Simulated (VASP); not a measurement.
# KF (Fm-3m) in VASP: single point with HSE06

Aim: the single point of KF with HSE06.

Program: VASP 6.6.1. These are calculated values, not measurements. Logs are shortened: lines on timing, memory, paths and dates and some standing lists are left out, and cuts for length are marked.

## 1. The cell of the first run

The structure is cubic, space group Fm-3m (No. 225). Conventional cell: a = 5.318 Å, b = 5.318 Å, c = 5.318 Å, α = 90.00°, β = 90.00°, γ = 90.00°. K (site symmetry m-3m) has 6 F at 2.66 Å within 3.5 Å. F (site symmetry m-3m) has 6 K at 2.66 Å within 3.5 Å.

## 2. Single point, HSE06

POSCAR

```
KF
1.0
    0.0000000000      2.6589605792      2.6589605792
    2.6589605792      0.0000000000      2.6589605792
    2.6589605792      2.6589605792      0.0000000000
K F
1 1
Direct
    0.0000000000      0.0000000000      0.0000000000
    0.5000000000      0.5000000000      0.5000000000
```

INCAR.step1

```
SYSTEM = KF
  PREC = Accurate
  ENCUT = 520
  EDIFF = 1E-5
  ISMEAR = 0
  SIGMA = 0.01
  LREAL = .FALSE.
  LASPH = .TRUE.
  NELM = 120
  ALGO = Normal
  ISIF = 2
  LWAVE = .TRUE.
  LCHARG = .FALSE.
  NBANDS = 15
  GGA = PE
  ISYM = -1
  GGA_COMPAT = .FALSE.
```

INCAR.step2

```
SYSTEM = KF
  PREC = Accurate
  ENCUT = 520
  EDIFF = 1E-6
  ISMEAR = 0
  SIGMA = 0.01
  LREAL = .FALSE.
  LASPH = .TRUE.
  NELM = 120
  ALGO = Normal
  ISIF = 2
  LWAVE = .FALSE.
  LCHARG = .FALSE.
  GGA = PE
  LHFCALC = .TRUE.
  HFSCREEN = 0.2079
  PRECFOCK = Normal
  NBANDS = 15
  ISTART = 1
  ISYM = -1
  GGA_COMPAT = .FALSE.
```

KPOINTS

```
explicit points
64
Reciprocal
  0.00000000   0.00000000   0.12500000 1
  0.00000000   0.00000000   0.37500000 1
  0.00000000   0.00000000   0.62500000 1
  0.00000000   0.00000000   0.87500000 1
  0.00000000   0.25000000   0.12500000 1
  0.00000000   0.25000000   0.37500000 1
  0.00000000   0.25000000   0.62500000 1
  0.00000000   0.25000000   0.87500000 1
  0.00000000   0.50000000   0.12500000 1
  0.00000000   0.50000000   0.37500000 1
  0.00000000   0.50000000   0.62500000 1
  0.00000000   0.50000000   0.87500000 1
  0.00000000   0.75000000   0.12500000 1
  0.00000000   0.75000000   0.37500000 1
  0.00000000   0.75000000   0.62500000 1
  0.00000000   0.75000000   0.87500000 1
  0.25000000   0.00000000   0.12500000 1
  0.25000000   0.00000000   0.37500000 1
  0.25000000   0.00000000   0.62500000 1
  0.25000000   0.00000000   0.87500000 1
  0.25000000   0.25000000   0.12500000 1
  0.25000000   0.25000000   0.37500000 1
  0.25000000   0.25000000   0.62500000 1
  0.25000000   0.25000000   0.87500000 1
  0.25000000   0.50000000   0.12500000 1
  0.25000000   0.50000000   0.37500000 1
  0.25000000   0.50000000   0.62500000 1
  0.25000000   0.50000000   0.87500000 1
  0.25000000   0.75000000   0.12500000 1
  0.25000000   0.75000000   0.37500000 1
  0.25000000   0.75000000   0.62500000 1
  0.25000000   0.75000000   0.87500000 1
  0.50000000   0.00000000   0.12500000 1
  0.50000000   0.00000000   0.37500000 1
  0.50000000   0.00000000   0.62500000 1
  0.50000000   0.00000000   0.87500000 1
  0.50000000   0.25000000   0.12500000 1
  0.50000000   0.25000000   0.37500000 1
  0.50000000   0.25000000   0.62500000 1
  0.50000000   0.25000000   0.87500000 1
  0.50000000   0.50000000   0.12500000 1
  0.50000000   0.50000000   0.37500000 1
  0.50000000   0.50000000   0.62500000 1
  0.50000000   0.50000000   0.87500000 1
  0.50000000   0.75000000   0.12500000 1
  0.50000000   0.75000000   0.37500000 1
  0.50000000   0.75000000   0.62500000 1
  0.50000000   0.75000000   0.87500000 1
  0.75000000   0.00000000   0.12500000 1
  0.75000000   0.00000000   0.37500000 1
  0.75000000   0.00000000   0.62500000 1
  0.75000000   0.00000000   0.87500000 1
  0.75000000   0.25000000   0.12500000 1
  0.75000000   0.25000000   0.37500000 1
  0.75000000   0.25000000   0.62500000 1
  0.75000000   0.25000000   0.87500000 1
  0.75000000   0.50000000   0.12500000 1
  0.75000000   0.50000000   0.37500000 1
  0.75000000   0.50000000   0.62500000 1
  0.75000000   0.50000000   0.87500000 1
  0.75000000   0.75000000   0.12500000 1
  0.75000000   0.75000000   0.37500000 1
  0.75000000   0.75000000   0.62500000 1
  0.75000000   0.75000000   0.87500000 1
```

Potentials or basis: VASP PAW PBE potentials, release 64 (K_sv, F).

On the command line:

```
$ cat potpaw_PBE.64/K_sv/POTCAR potpaw_PBE.64/F/POTCAR > POTCAR
$ cp INCAR.step1 INCAR
$ mpirun -np 1 vasp_std > vasp.out
$ cp INCAR.step2 INCAR
$ mpirun -np 1 vasp_std > vasp.out
```

OUTCAR:

```text
SYSTEM = KF
   PREC = Accurate
   ENCUT = 520
   EDIFF = 1E-6
   ISMEAR = 0
   LREAL = .FALSE.
   LASPH = .TRUE.
   NELM = 120
   ISIF = 2
   GGA = PE
   LHFCALC = .TRUE.
   HFSCREEN = 0.2079
   PRECFOCK = Normal
   ISTART = 1
   ISYM = -1

 ion  position               nearest neighbor table
   1  0.000  0.000  0.000-   2 2.66   2 2.66   2 2.66   2 2.66   2 2.66   2 2.66
   2  0.500  0.500  0.500-   1 2.66   1 2.66   1 2.66   1 2.66   1 2.66   1 2.66

IMPORTANT INFORMATION: All symmetrisations will be switched off!
NOSYMM: (Re-)initialisation of all symmetry stuff for point group C_1.

----------------------------------------------------------------------------------------

                                     Primitive cell

  volume of cell :      37.5981

  direct lattice vectors                    reciprocal lattice vectors
     0.000000000  2.658960579  2.658960579    -0.188043405  0.188043405  0.188043405
     2.658960579  0.000000000  2.658960579     0.188043405 -0.188043405  0.188043405
     2.658960579  2.658960579  0.000000000     0.188043405  0.188043405 -0.188043405

  length of vectors
     3.760338113  3.760338113  3.760338113     0.325700731  0.325700731  0.325700731

  position of ions in fractional coordinates (direct lattice)
     0.000000000  0.000000000  0.000000000
     0.500000000  0.500000000  0.500000000

  ion indices of the primitive-cell ions
   primitive index   ion index
                 1           1
                 2           2

----------------------------------------------------------------------------------------

 KPOINTS: explicit points

Read explicit list of k-points.

 Found     64 k-points:

 Following reciprocal coordinates:
            Coordinates               Weight
  0.000000  0.000000  0.125000      0.015625
  0.000000  0.000000  0.375000      0.015625
  0.000000  0.000000  0.625000      0.015625
  0.000000  0.000000  0.875000      0.015625
  0.000000  0.250000  0.125000      0.015625
  0.000000  0.250000  0.375000      0.015625
[... 16 lines left out ...]
  0.250000  0.250000  0.625000      0.015625
  0.250000  0.250000  0.875000      0.015625
 [... further k-points ...]
   k-points           NKPTS =     64   k-points in BZ     NKDIM =     64   number of bands    NBANDS=     15
   number of dos      NEDOS =    301   number of ions     NIONS =      2
   total plane-waves  NPLWV =  21952
   dimension x,y,z NGX =    28 NGY =   28 NGZ =   28
   dimension x,y,z NGXF=    56 NGYF=   56 NGZF=   56
   ions per type =               1   1
   NGX,Y,Z   is equivalent  to a cutoff of  12.38, 12.38, 12.38 a.u.
   NGXF,Y,Z  is equivalent  to a cutoff of  24.76, 24.76, 24.76 a.u.
 SYSTEM =  KF
   PREC   = accura    normal or accurate (medium, high low for compatibility)
   ISTART =      1    job   : 0-new  1-cont  2-samecut
   ICHARG =      0    charge: 1-file 2-atom 10-const
   ISPIN  =      1    spin polarized calculation?
   LNONCOLLINEAR =      F non collinear calculations
   LSORBIT =      F    spin-orbit coupling
   LASPH  =      T    aspherical Exc in radial PAW
   ENCUT  =  520.0 eV  38.22 Ry    6.18 a.u.   6.99  6.99  6.99*2*pi/ulx,y,z
   NELM   =    120;   NELMIN=  2; NELMDL=  0     # of ELM steps
   EDIFF  = 0.1E-05   stopping-criterion for ELM
   LREAL  =      F    real-space projection
   EDIFFG = 0.1E-04   stopping-criterion for IOM
   NSW    =      0    number of steps for IOM
   IBRION =     -1    ionic relax: 0-MD 1-quasi-New 2-CG
   NFREE  =      0    steps in history (QN), initial steepest desc. (CG)
   ISIF   =      2    stress and relaxation
   ISYM   =     -1    0-nonsym 1-usesym 2-fastsym
   POTIM  = 0.5000    time-step for ionic-motion
   TEBEG  =    0.0;   TEEND  =   0.0 temperature during run
   PSTRESS=    0.0 pullay stress
   NELECT =      16.0000    total number of electrons
   NUPDOWN=      -1.0000    fix difference up-down
   EMIN   =  10.00;   EMAX   =-10.00  energy-range for DOS
   EFERMI =   0.00;   METHOD = LEGACY
   ISMEAR =     0;   SIGMA  =   0.01  broadening in eV -4-tet -1-fermi 0-gaus
   EFERMI_NEDOS =   21; number of points for ismear=-14 and -15
   IALGO  =     38    algorithm
   IMIX   =      1    mixing-type and parameters
     AMIX     =   0.40;   BMIX     =  1.00
     AMIX_MAG =   1.60;   BMIX_MAG =  1.00
  volume/ion in A,a.u.               =      18.80       126.86
  Fermi-wavevector in a.u.,A,eV,Ry     =   1.231382  2.326975 20.630548  1.516303
  Thomas-Fermi vector in A             =   2.366194
   LORBIT       =      0    0 simple, 1 ext, 2 COOP (PROOUT), +10 PAW based schemes
   GGA     = PE    functional components
   LHFCALC =     T    Hartree Fock is set to
   PRECFOCK=normal    Normal, Fast or Accurate (Low or Medium for compatibility)
   ENCUT4O =  -1.0   cutoff for four orbital integrals eV
   NKREDX  =     1    reduce k-point grid by
   NKREDY  =     1    reduce k-point grid by
   NKREDZ  =     1    reduce k-point grid by
   AEXX    =    0.2500 exact exchange contribution
   HFSCREEN=    0.2079 screening length (either q_TF or 0.3 A-1)
   HFSCREENC=   0.2079 screening length for correlation (either q_TF or 0.3 A-1)
   ENCUTFOCK=  -1.0 apply spherical cutoff to Coloumb kernel
   IVDW    =     0    specifies the selected vdW correction
   LEPSILON=     F    determine dielectric tensor
   LRPA    =     F    only Hartree local field effects (RPA)
 non-spin polarized calculation
 Gauss-broadening in eV      SIGMA  =   0.01
  energy-cutoff  :      520.00
  volume of cell :       37.60
 maximum number of plane-waves:      1018
 NGX is ok and might be reduce to    28
  NGX = 24; NGY = 24; NGZ = 24

 number of electron      16.0000010 magnetization

 Free energy of the ion-electron system (eV)
  ---------------------------------------------------
  ext. energy  EPLUGINS =         0.00000000
  ---------------------------------------------------
  free energy    TOTEN  =        -9.96188458 eV

  energy without entropy =       -9.96188458  energy(sigma->0) =       -9.96188458

 E-fermi :  -4.3169     XC(G=0):  -6.9936

 val. band max:       -4.4104697756   @ k =   0.0000   0.0000   0.1250
 cond. band min:       4.3307114287   @ k =   0.0000   0.0000   0.8750
 fundamental gap:      8.7411812043
 Fermi energy:        -4.3168729528

 k-point     1 :       0.0000    0.0000    0.1250
  band No.  band energies     occupation
      1     -31.9412      2.00000
      2     -24.5771      2.00000
      3     -13.8792      2.00000
      4     -13.8425      2.00000
      5     -13.8425      2.00000
      6      -4.4921      2.00000
      7      -4.4105      2.00000
      8      -4.4105      2.00000
      9       4.3307      0.00000
     10       8.4037      0.00000
     11       8.9279      0.00000
     12       8.9279      0.00000
     13      10.7186      0.00000
     14      10.7186      0.00000
     15      15.4659      0.00000

 k-point     2 :       0.0000    0.0000    0.3750
  band No.  band energies     occupation
      1     -31.8647      2.00000
      2     -24.6461      2.00000
      3     -14.0776      2.00000
      4     -13.8652      2.00000
      5     -13.8652      2.00000
      6      -5.0545      2.00000
      7      -4.6664      2.00000
      8      -4.6664      2.00000
      9       6.5756      0.00000
     10       8.0528      0.00000
     11      10.0560      0.00000
     12      10.0560      0.00000
     13      12.0756      0.00000
     14      12.0756      0.00000
     15      15.5487      0.00000

 k-point     3 :       0.0000    0.0000    0.6250
  band No.  band energies     occupation
      1     -31.8647      2.00000
      2     -24.6461      2.00000
      3     -14.0776      2.00000
      4     -13.8652      2.00000
      5     -13.8652      2.00000
      6      -5.0545      2.00000
      7      -4.6664      2.00000
      8      -4.6664      2.00000
      9       6.5756      0.00000
     10       8.0528      0.00000
     11      10.0560      0.00000
     12      10.0560      0.00000
     13      12.0756      0.00000
     14      12.0756      0.00000
     15      15.5487      0.00000

 k-point     4 :       0.0000    0.0000    0.8750
  band No.  band energies     occupation
      1     -31.9412      2.00000
      2     -24.5771      2.00000
      3     -13.8792      2.00000
      4     -13.8425      2.00000
      5     -13.8425      2.00000
      6      -4.4921      2.00000
      7      -4.4105      2.00000
      8      -4.4105      2.00000
      9       4.3307      0.00000
     10       8.4037      0.00000
     11       8.9279      0.00000
     12       8.9279      0.00000
     13      10.7186      0.00000
     14      10.7186      0.00000
     15      15.4659      0.00000
[... 307 lines left out ...]
 k-point    22 :       0.2500    0.2500    0.3750
  band No.  band energies     occupation
      1     -31.8808      2.00000
      2     -24.6246      2.00000
      3     -14.0244      2.00000
      4     -13.9418      2.00000
      5     -13.8423      2.00000
      6      -4.9247      2.00000
      7      -4.6477      2.00000
      8      -4.4818      2.00000
      9       6.0953      0.00000
     10       7.7648      0.00000
     11       9.7870      0.00000
     12       9.9032      0.00000
     13      11.4100      0.00000
     14      11.7644      0.00000
     15      16.4084      0.00000

 k-point    23 :       0.2500    0.2500    0.6250
  band No.  band energies     occupation
      1     -31.8342      2.00000
      2     -24.6334      2.00000
      3     -14.2105      2.00000
      4     -14.0597      2.00000
      5     -13.9261      2.00000
      6      -4.9128      2.00000
      7      -4.6597      2.00000
      8      -4.5488      2.00000
      9       7.2144      0.00000
     10       8.0525      0.00000
     11       9.7309      0.00000
     12      11.0556      0.00000
     13      12.1104      0.00000
     14      12.9814      0.00000
     15      14.1403      0.00000

 k-point    24 :       0.2500    0.2500    0.8750
  band No.  band energies     occupation
      1     -31.8601      2.00000
      2     -24.6109      2.00000
      3     -14.1361      2.00000
      4     -13.9950      2.00000
      5     -13.9825      2.00000
      6      -4.8335      2.00000
      7      -4.4829      2.00000
      8      -4.4524      2.00000
      9       6.6799      0.00000
     10       6.8123      0.00000
     11      10.2783      0.00000
     12      10.8579      0.00000
     13      11.4834      0.00000
     14      11.7829      0.00000
     15      15.9433      0.00000

 [... further k-points ...]

------------------------ aborting loop because EDIFF is reached ----------------------------------------

  FORCE on cell =-STRESS in cart. coord.  units (eV):
  Direction    XX          YY          ZZ          XY          YZ          ZX
  --------------------------------------------------------------------------------------
  -------------------------------------------------------------------------------------
  Total        0.2581402      0.2581338      0.2581437      0.0002455     -0.0002282     -0.0002283
  in kB       11.0001988     10.9999265     11.0003499      0.0104617     -0.0097261     -0.0097284
  external PRESSURE =      11.0001584 kB  Pullay stress =       0.0000000 kB

 VOLUME and BASIS-vectors are now :
 -----------------------------------------------------------------------------
  energy-cutoff  :      520.00
  volume of cell :       37.60
      direct lattice vectors                 reciprocal lattice vectors
     0.000000000  2.658960579  2.658960579    -0.188043405  0.188043405  0.188043405
     2.658960579  0.000000000  2.658960579     0.188043405 -0.188043405  0.188043405
     2.658960579  2.658960579  0.000000000     0.188043405  0.188043405 -0.188043405

 POSITION                                       TOTAL-FORCE (eV/Angst)
 -----------------------------------------------------------------------------------
      0.00000      0.00000      0.00000        -0.000001     -0.000001      0.000000
      2.65896      2.65896      2.65896         0.000001      0.000001     -0.000000
 -----------------------------------------------------------------------------------
    total drift:                                0.000002      0.000002     -0.000001

  FREE ENERGIE OF THE ION-ELECTRON SYSTEM (eV)
  ---------------------------------------------------
  free  energy   TOTEN  =        -9.9618845769 eV

  energy  without entropy=       -9.9618845769  energy(sigma->0) =       -9.96188458
```

Wall time 36 min (1 thread of Intel Xeon Platinum 8259CL at 2.50GHz (Skylake/Cascade Lake), shared host); peak memory 0.3 GiB.

Results:

```yaml
Free_energy: -9.9619 eV
Pressure: 1.1 GPa
Band_gap_on_the_k_mesh: 8.74 eV
```

Levels at points of the mesh, in eV from the valence-band top:
| k point | band 5 | band 6 | band 7 | band 8 | band 9 | band 10 | band 11 | band 12 |
| --- | --- | --- | --- | --- | --- | --- | --- | --- |
| (0.00, 0.00, 0.12) | -9.43 | -0.08 | 0.00 | 0.00 | 8.74 | 12.81 | 13.34 | 13.34 |

Caveat: the PAW data sets were made with another functional, which shifts forces and pressure a little; a shifted mesh leaves out Γ, where band edges can lie. A k mesh can miss the band edges.
